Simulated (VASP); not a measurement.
A run of VASP 6.6.1:

File POSCAR:

```
AgBr
1.0
    0.0000000000      2.8927622870      2.8927622870
    2.8927622870      0.0000000000      2.8927622870
    2.8927622870      2.8927622870      0.0000000000
Ag Br
1 1
Direct
    0.0000000000      0.0000000000      0.0000000000
    0.5000000000      0.5000000000      0.5000000000
```

The input INCAR.step1:

```
SYSTEM = AgBr
PREC = Accurate
ENCUT = 550
ISMEAR = 0
SIGMA = 0.01
LREAL = .False.
LASPH = .True.
NELM = 120
NBANDS = 16
GGA = PE
ALGO = Normal
EDIFF = 1E-5
LWAVE = .True.
LCHARG = .False.
GGA_COMPAT = .False.
```

The input INCAR.step2:

```
SYSTEM = AgBr
PREC = Accurate
ENCUT = 550
EDIFF = 1E-6
ISMEAR = 0
SIGMA = 0.01
LREAL = .False.
LASPH = .True.
NELM = 120
ALGO = Normal
ISIF = 2
LWAVE = .False.
LCHARG = .False.
METAGGA = R2SCAN
LMIXTAU = .True.
NBANDS = 16
ISTART = 1
GGA_COMPAT = .False.
```

The input KPOINTS:

```
Automatic mesh
0
Gamma
  8 8 8
  0 0 0
```

Potentials or basis: VASP PAW PBE potentials, release 64 (Ag, Br).

The run is started by

```sh
$ cat potpaw_PBE.64/Ag/POTCAR potpaw_PBE.64/Br/POTCAR > POTCAR
$ cp INCAR.step1 INCAR
$ mpirun -np 1 vasp_std > vasp.out
$ cp INCAR.step2 INCAR
$ mpirun -np 1 vasp_std > vasp.out
```

Hardware: 1 thread of Intel(R) Xeon(R) 6975P-C (Granite Rapids), with other jobs on the host.

Task: Estimate the wall time of this run.

Result: Run time: 33 s on 1 thread of Intel(R) Xeon(R) 6975P-C (Granite Rapids), on a shared host, peak memory 0.19 GiB. Counts: k points 29.
